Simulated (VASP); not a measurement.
# BaTe (F-43m) in VASP: notebook, part 2 of 2

VASP 6.6.1.

## 6. Single point, HSE06

POSCAR reads:

```
BaTe
1.0
    0.0000000000      3.9141586629      3.9141586629
    3.9141586629      0.0000000000      3.9141586629
    3.9141586629      3.9141586629      0.0000000000
Ba Te
1 1
Direct
    0.0000000000      0.0000000000      0.0000000000
    0.2500000000      0.2500000000      0.2500000000
```

INCAR.step1 reads:

```
SYSTEM = BaTe
PREC = Accurate
ENCUT = 520
EDIFF = 1E-5
ISMEAR = 0
SIGMA = 0.01
LREAL = .False.
LASPH = .True.
NELM = 80
ALGO = Normal
ISIF = 2
LWAVE = .True.
NBANDS = 15
GGA = PE
```

INCAR.step2 reads:

```
SYSTEM = BaTe
PREC = Accurate
ENCUT = 520
EDIFF = 1E-7
ISMEAR = 0
SIGMA = 0.01
LREAL = .False.
LASPH = .True.
NELM = 80
ALGO = Normal
ISIF = 2
LWAVE = .False.
LCHARG = .True.
GGA = PE
LHFCALC = .True.
HFSCREEN = 0.2079
PRECFOCK = Normal
LELF = .True.
LVHAR = .True.
NBANDS = 15
ISTART = 1
```

KPOINTS reads:

```
Automatic mesh
0
Gamma
  4 4 4
  0 0 0
```

Potentials or basis: VASP PAW PBE potentials, release 64 (Ba_sv, Te).

Started as:

```console
$ cat potpaw_PBE.64/Ba_sv/POTCAR potpaw_PBE.64/Te/POTCAR > POTCAR
$ cp INCAR.step1 INCAR
$ mpirun -np 1 vasp_std > vasp.out
$ cp INCAR.step2 INCAR
$ mpirun -np 1 vasp_std > vasp.out
```

OUTCAR:

```text
SYSTEM = BaTe
   PREC = Accurate
   ENCUT = 520
   EDIFF = 1E-7
   ISMEAR = 0
   LREAL = .False.
   LASPH = .True.
   NELM = 80
   ISIF = 2
   GGA = PE
   LHFCALC = .True.
   HFSCREEN = 0.2079
   PRECFOCK = Normal
   ISTART = 1

 ion  position               nearest neighbor table
   1  0.000  0.000  0.000-   2 3.39   2 3.39   2 3.39   2 3.39
   2  0.250  0.250  0.250-   1 3.39   1 3.39   1 3.39   1 3.39

  LATTYP: Found a face centered cubic cell.
 ALAT       =     7.8283173258

  Lattice vectors:

 A1 = (   0.0000000000,   3.9141586629,   3.9141586629)
 A2 = (   3.9141586629,   0.0000000000,   3.9141586629)
 A3 = (   3.9141586629,   3.9141586629,   0.0000000000)

Analysis of symmetry for initial positions (statically):
=====================================================================
 Subroutine PRICEL returns:
 Original cell was already a primitive cell.

 Routine SETGRP: Setting up the symmetry group for a
 face centered cubic supercell.

 Subroutine GETGRP returns: Found 24 space group operations
 (whereof 24 operations were pure point group operations)
 out of a pool of 48 trial point group operations.

The static configuration has the point symmetry T_d .

Analysis of symmetry for dynamics (positions and initial velocities):
=====================================================================
 Subroutine PRICEL returns:
 Original cell was already a primitive cell.

 Routine SETGRP: Setting up the symmetry group for a
 face centered cubic supercell.

 Subroutine GETGRP returns: Found 24 space group operations
 (whereof 24 operations were pure point group operations)
 out of a pool of 48 trial point group operations.

The dynamic configuration has the point symmetry T_d .

 Subroutine INISYM returns: Found 24 space group operations
 (whereof 24 operations are pure point group operations),
 and found     1 'primitive' translations

----------------------------------------------------------------------------------------

                                     Primitive cell

  volume of cell :     119.9348

  direct lattice vectors                    reciprocal lattice vectors
     0.000000000  3.914158663  3.914158663    -0.127741373  0.127741373  0.127741373
     3.914158663  0.000000000  3.914158663     0.127741373 -0.127741373  0.127741373
     3.914158663  3.914158663  0.000000000     0.127741373  0.127741373 -0.127741373

  length of vectors
     5.535456266  5.535456266  5.535456266     0.221254547  0.221254547  0.221254547

  position of ions in fractional coordinates (direct lattice)
     0.000000000  0.000000000  0.000000000
     0.250000000  0.250000000  0.250000000

  ion indices of the primitive-cell ions
   primitive index   ion index
                 1           1
                 2           2

----------------------------------------------------------------------------------------

 KPOINTS: Automatic mesh

Automatic generation of k-mesh.
 Grid dimensions read from file:
 generate k-points for:    4    4    4

 Generating k-lattice:

[... 32 lines left out ...]
   NGX,Y,Z   is equivalent  to a cutoff of  12.61, 12.61, 12.61 a.u.
   NGXF,Y,Z  is equivalent  to a cutoff of  25.23, 25.23, 25.23 a.u.
 SYSTEM =  BaTe
   PREC   = accura    normal or accurate (medium, high low for compatibility)
   ISTART =      1    job   : 0-new  1-cont  2-samecut
   ICHARG =      0    charge: 1-file 2-atom 10-const
   ISPIN  =      1    spin polarized calculation?
   LNONCOLLINEAR =      F non collinear calculations
   LSORBIT =      F    spin-orbit coupling
   LASPH  =      T    aspherical Exc in radial PAW
   ENCUT  =  520.0 eV  38.22 Ry    6.18 a.u.  10.29 10.29 10.29*2*pi/ulx,y,z
   NELM   =     80;   NELMIN=  2; NELMDL=  0     # of ELM steps
   EDIFF  = 0.1E-06   stopping-criterion for ELM
   LREAL  =      F    real-space projection
   EDIFFG = 0.1E-05   stopping-criterion for IOM
   NSW    =      0    number of steps for IOM
   IBRION =     -1    ionic relax: 0-MD 1-quasi-New 2-CG
   NFREE  =      0    steps in history (QN), initial steepest desc. (CG)
   ISIF   =      2    stress and relaxation
   ISYM   =      3    0-nonsym 1-usesym 2-fastsym
   POTIM  = 0.5000    time-step for ionic-motion
   TEBEG  =    0.0;   TEEND  =   0.0 temperature during run
   PSTRESS=    0.0 pullay stress
   NELECT =      16.0000    total number of electrons
   NUPDOWN=      -1.0000    fix difference up-down
   EMIN   =  10.00;   EMAX   =-10.00  energy-range for DOS
   EFERMI =   0.00;   METHOD = LEGACY
   ISMEAR =     0;   SIGMA  =   0.01  broadening in eV -4-tet -1-fermi 0-gaus
   EFERMI_NEDOS =   21; number of points for ismear=-14 and -15
   IALGO  =     38    algorithm
   IMIX   =      1    mixing-type and parameters
     AMIX     =   0.40;   BMIX     =  1.00
     AMIX_MAG =   1.60;   BMIX_MAG =  1.00
  volume/ion in A,a.u.               =      59.97       404.68
  Fermi-wavevector in a.u.,A,eV,Ry     =   0.836501  1.580757  9.520455  0.699734
  Thomas-Fermi vector in A             =   1.950236
   LORBIT       =      0    0 simple, 1 ext, 2 COOP (PROOUT), +10 PAW based schemes
   GGA     = PE    functional components
   LHFCALC =     T    Hartree Fock is set to
   PRECFOCK=normal    Normal, Fast or Accurate (Low or Medium for compatibility)
   ENCUT4O =  -1.0   cutoff for four orbital integrals eV
   NKREDX  =     1    reduce k-point grid by
   NKREDY  =     1    reduce k-point grid by
   NKREDZ  =     1    reduce k-point grid by
   AEXX    =    0.2500 exact exchange contribution
   HFSCREEN=    0.2079 screening length (either q_TF or 0.3 A-1)
   HFSCREENC=   0.2079 screening length for correlation (either q_TF or 0.3 A-1)
   ENCUTFOCK=  -1.0 apply spherical cutoff to Coloumb kernel
   IVDW    =     0    specifies the selected vdW correction
   LEPSILON=     F    determine dielectric tensor
   LRPA    =     F    only Hartree local field effects (RPA)
 non-spin polarized calculation
 Gauss-broadening in eV      SIGMA  =   0.01
  energy-cutoff  :      520.00
  volume of cell :      119.93
 maximum number of plane-waves:      3250
 NGX is ok and might be reduce to    42
  NGX = 32; NGY = 32; NGZ = 32

 number of electron      16.0000000 magnetization

 Free energy of the ion-electron system (eV)
  ---------------------------------------------------
  ext. energy  EPLUGINS =         0.00000000
  ---------------------------------------------------
  free energy    TOTEN  =        -9.22894705 eV

  energy without entropy =       -9.22894705  energy(sigma->0) =       -9.22894705

 E-fermi :  -0.4768     XC(G=0):  -5.6649

 val. band max:       -0.5270081959   @ k =  -0.2500   0.5000   0.2500
 cond. band min:       2.7651535402   @ k =   0.0000   0.0000   0.0000
 fundamental gap:      3.2921617360
 Fermi energy:        -0.4767955802

 k-point     1 :       0.0000    0.0000    0.0000
  band No.  band energies     occupation
      1     -29.2813      2.00000
      2     -13.4134      2.00000
      3     -13.4134      2.00000
      4     -13.4134      2.00000
      5     -10.0164      2.00000
      6      -0.9642      2.00000
      7      -0.9642      2.00000
      8      -0.9642      2.00000
      9       2.7652      0.00000
     10       4.5713      0.00000
     11       4.5713      0.00000
     12       6.5293      0.00000
     13       6.5293      0.00000
     14       6.5293      0.00000
[... 113 lines left out ...]
      2     -13.6338      2.00000
      3     -13.4712      2.00000
      4     -13.4578      2.00000
      5      -9.5939      2.00000
      6      -1.1208      2.00000
      7      -1.0197      2.00000
      8      -0.5270      2.00000
      9       3.1770      0.00000
     10       4.1164      0.00000
     11       5.2251      0.00000
     12       5.5676      0.00000
     13       6.4744      0.00000
     14       7.4856      0.00000
     15       7.6527      0.00000

------------------------ aborting loop because EDIFF is reached ----------------------------------------

  FORCE on cell =-STRESS in cart. coord.  units (eV):
  Direction    XX          YY          ZZ          XY          YZ          ZX
  --------------------------------------------------------------------------------------
  -------------------------------------------------------------------------------------
  Total        0.0151015      0.0151015      0.0151015     -0.0000000      0.0000000     -0.0000000
  in kB        0.2017368      0.2017368      0.2017368     -0.0000000      0.0000000     -0.0000000
  external PRESSURE =       0.2017368 kB  Pullay stress =       0.0000000 kB

 VOLUME and BASIS-vectors are now :
 -----------------------------------------------------------------------------
  energy-cutoff  :      520.00
  volume of cell :      119.93
      direct lattice vectors                 reciprocal lattice vectors
     0.000000000  3.914158663  3.914158663    -0.127741373  0.127741373  0.127741373
     3.914158663  0.000000000  3.914158663     0.127741373 -0.127741373  0.127741373
     3.914158663  3.914158663  0.000000000     0.127741373  0.127741373 -0.127741373

 POSITION                                       TOTAL-FORCE (eV/Angst)
 -----------------------------------------------------------------------------------
      0.00000      0.00000      0.00000        -0.000000     -0.000000     -0.000000
      1.95708      1.95708      1.95708         0.000000      0.000000      0.000000
 -----------------------------------------------------------------------------------
    total drift:                               -0.000001     -0.000000     -0.000000

  FREE ENERGIE OF THE ION-ELECTRON SYSTEM (eV)
  ---------------------------------------------------
  free  energy   TOTEN  =        -9.2289470456 eV

  energy  without entropy=       -9.2289470456  energy(sigma->0) =       -9.22894705
```

Wall time 7.8 min (1 thread of Intel Xeon Platinum 8481C at 2.70GHz (Sapphire Rapids), shared host); peak memory 0.38 GiB.

What came out:

| Item | Value |
| --- | --- |
| Free energy | -9.2289 eV |
| Pressure | 0.0 GPa |
| Band gap on the k mesh | 3.29 eV, indirect (least direct gap 3.69 eV) |

Levels at points of the mesh, in eV from the valence-band top:
```
           k point  band 4  band 5  band 6  band 7  band 8  band 9  band 10  band 11  band 12  band 13
(0.00, 0.00, 0.00)  -12.89   -9.49   -0.44   -0.44   -0.44    3.29     5.10     5.10     7.06     7.06
(0.50, 0.00, 0.00)  -12.90   -9.17   -0.73   -0.24   -0.24    4.87     5.28     5.28     5.32     6.19
(0.50, 0.50, 0.00)  -12.93   -9.07   -1.01    0.00    0.00    3.69     4.77     5.98     5.98     6.07
```

Caveat: the PAW data sets were made with another functional, which shifts forces and pressure a little; spin-orbit coupling is left out, which moves the levels of the heavy elements. A k mesh can miss the band edges.

## 7. Single point, PBE0

POSCAR is that of step 6.

Changes to INCAR.step1 since step 6:

```diff
@@ -12,3 +12,4 @@
 LWAVE = .True.
+LCHARG = .False.
+GGA = PE
 NBANDS = 15
-GGA = PE
```

INCAR.step2 reads:

```
SYSTEM = BaTe
PREC = Accurate
ENCUT = 520
EDIFF = 1E-7
ISMEAR = 0
SIGMA = 0.01
LREAL = .False.
LASPH = .True.
NELM = 80
ALGO = Normal
ISIF = 2
LWAVE = .False.
LCHARG = .False.
GGA = PE
LHFCALC = .True.
AEXX = 0.25
PRECFOCK = Normal
ISTART = 1
NBANDS = 15
```

KPOINTS reads:

```
regular mesh
0
Gamma
  4 4 4
  0 0 0
```

Started as:

```console
$ cat potpaw_PBE.64/Ba_sv/POTCAR potpaw_PBE.64/Te/POTCAR > POTCAR
$ cp INCAR.step1 INCAR
$ mpirun -np 1 vasp_std > vasp.out
$ cp INCAR.step2 INCAR
$ mpirun -np 1 vasp_std > vasp.out
```

It took 7.3 min on 1 thread of Intel Xeon Platinum 8481C at 2.70GHz (Sapphire Rapids), shared host; peak memory 0.29 GiB.

It converged, with:

* Free energy: -9.7810 eV
* Pressure: 0.0 GPa
* Band gap on the k mesh: 3.98 eV, indirect (least direct gap 4.41 eV)

Levels at points of the mesh, in eV from the valence-band top:
```tsv
k point	band 4	band 5	band 6	band 7	band 8	band 9	band 10	band 11	band 12	band 13
(0.00, 0.00, 0.00)	-12.92	-9.53	-0.44	-0.44	-0.44	3.98	5.85	5.85	7.80	7.80
(0.50, 0.00, 0.00)	-12.94	-9.21	-0.75	-0.25	-0.25	5.60	6.02	6.02	6.03	6.94
(0.50, 0.50, 0.00)	-12.96	-9.10	-1.03	0.00	0.00	4.40	5.50	6.73	6.73	6.83
```

Caveat: the PAW data sets were made with another functional, which shifts forces and pressure a little; spin-orbit coupling is left out, which moves the levels of the heavy elements. A k mesh can miss the band edges.

## 8. Overview

| level | k mesh | grid for exact exchange (PRECFOCK) | screening parameter | gap on the mesh (eV) | pressure (GPa) |
| --- | --- | --- | --- | --- | --- |
| PBE | 4 × 4 × 4 | - | - | 2.58 | 0.2 |
| r2SCAN | 4 × 4 × 4 | - | - | 2.95 | 0.2 |
| PBE | 6 × 6 × 6 | - | - | 2.58 | 0.2 |
| HSE06 | 4 × 4 × 4 | Normal | 0.2079 1/Å | 3.29 | 0.0 |
| PBE0 | 4 × 4 × 4 | Normal | - | 3.98 | 0.0 |

Alike in all rows: task single point; potentials or basis VASP PAW PBE potentials, release 64 (Ba_sv, Te); no spin polarisation; cell as given; cutoff (eV) 520; smearing gaussian 0.01 eV.

On the cell as given the gap runs from 2.58 eV (PBE) to 3.98 eV (PBE0); the meshes differ, which moves gaps too.

Caveats: spin-orbit coupling is left out, which moves the levels of the heavy elements; the PAW data sets were made with another functional, which shifts forces and pressure a little (some runs).

Absolute energies hang on the potentials; compare differences alone.
